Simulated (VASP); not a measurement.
Set up this calculation in VASP 6.6.1, as the native input.

```
Task                   : single point
Functional             : BLYP
Potentials or basis    : VASP PAW PBE potentials, release 64 (Re)
Cutoff                 : 520 eV
k mesh                 : 11 × 11 × 6
Occupations            : fermi-dirac, width 0.05 eV
Spin                   : no spin polarisation
Dipole correction      : no
Further INCAR settings : ALGO = Fast; EDIFF = 1e-06; NBANDS = 14
```

The structure of Re lies in POSCAR:

```
Re
1.0
    2.7608000000      0.0000000000      0.0000000000
   -1.3804000000      2.3909229348      0.0000000000
    0.0000000000      0.0000000000      4.4582000000
Re
2
Direct
    0.6666666667      0.3333333333      0.7500000000
    0.3333333333      0.6666666667      0.2500000000
```

One way to write it, as run:

INCAR

```
SYSTEM = Re
  AGGAC = 1.0
  AGGAX = 1.0
  ALDAC = 0.0
  ALDAX = 1.0
  ALGO = Fast
  EDIFF = 1E-6
  ENCUT = 520
  GGA = B5
  ISIF = 2
  ISMEAR = -1
  LASPH = .TRUE.
  LCHARG = .FALSE.
  LREAL = .FALSE.
  LWAVE = .FALSE.
  NBANDS = 14
  NELM = 100
  PREC = Accurate
  SIGMA = 0.05
```

KPOINTS

```
k-points
0
G
  11 11 6
  0 0 0
```

Potentials or basis: VASP PAW PBE potentials, release 64 (Re).

Run with:

```sh
$ cat potpaw_PBE.64/Re/POTCAR > POTCAR
$ mpirun -np 1 vasp_std > vasp.out
```

Results of the run:

The pressure is 22.0 GPa and the band gap on the k mesh is zero (bands 7 and 8 overlap by 3.35 eV).

Caveat: the cell stands under pressure; the PAW data sets were made with another functional, which shifts forces and pressure a little; spin-orbit coupling is left out, which moves the levels of the heavy elements.

It took 24 s on 1 thread of Intel(R) Xeon(R) 6975P-C (Granite Rapids) (shared host), peak memory 0.16 GiB.
